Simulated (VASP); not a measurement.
## In: single point with PBE

The system is In.

```xyz
1
Lattice="-1.9078 1.9078 1.9078 1.9078 -1.9078 1.9078 1.9078 1.9078 -1.9078" Properties=species:S:1:pos:R:3 pbc="T T T"
In    0.0000    0.0000    0.0000
```

| Quantity | Value |
| --- | --- |
| Program | VASP 6.6.1 |
| Task | single point |
| Functional | PBE |
| Potentials or basis | VASP PAW PBE potentials, release 64 (In_d) |
| Cutoff | 520 eV |
| k mesh | 18 × 18 × 18 |
| Occupations | fermi-dirac, width 0.08 eV |
| Spin | no spin polarisation |
| Dipole correction | no |
| Further INCAR settings | ALGO = Normal; EDIFF = 1e-07; NBANDS = 12 |

The pressure is 0.0 GPa.

Levels at points of the mesh, in eV from the Fermi level:
```tsv
k point	band 4	band 5	band 6	band 7	band 8	band 9
(0.00, 0.00, 0.00)	-14.38	-14.38	-9.14	10.47	10.47	10.47
(0.50, 0.00, 0.00)	-14.39	-14.23	-3.92	-2.94	5.65	7.11
(0.50, 0.50, 0.50)	-14.27	-14.27	0.62	1.27	1.27	1.27
```

Run time: 44 s on 1 thread of Intel Xeon 6975P-C, with other jobs on the host, peak memory 0.2 GiB.

Caveat: spin-orbit coupling is left out, which moves the levels of the heavy elements.
